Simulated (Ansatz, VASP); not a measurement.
**Ti in VASP and in Ansatz**

```
Ti
1.0
     2.86150    0.00000    0.00000
    -1.43075    2.47813    0.00000
     0.00000    0.00000    4.61571
Ti
2
Cartesian
  0.0000 1.6521 1.1539
  1.4307 0.8260 3.4618
```

Change from the starting cell: strain -0.030 along x and y, -0.015 along z, atoms carried along.

Alike in both runs: task single point; functional PBEsol; k mesh 18 × 18 × 10; occupations gaussian, width 0.15 eV; no spin polarisation.

|  | VASP | Ansatz |
| --- | --- | --- |
| version | VASP 6.6.1 | Ansatz 0.2.0 |
| potentials or method | VASP PAW PBE potentials, release 64 (Ti_sv), cutoff 520 eV | scalar-relativistic, plane waves, PAW |
| valence electrons in the cell | 24 | 24 |

Ansatz gave:

| Property | Result |
| --- | --- |
| gap on the k mesh at the Fermi level (eV) | none |
| pressure (GPa) | 2.7 |
| traceless stress, the component that is largest in VASP (GPa) | -1.48 |

Task: Estimate VASP's values.

Result: gap on the k mesh at the Fermi level (eV): none; pressure (GPa): 2.0; traceless stress, the component that is largest in VASP (GPa): -1.47.

VASP's potentials were made for PBE, not for PBEsol. A gap of «none» marks a metal or a gap that the smearing closes.
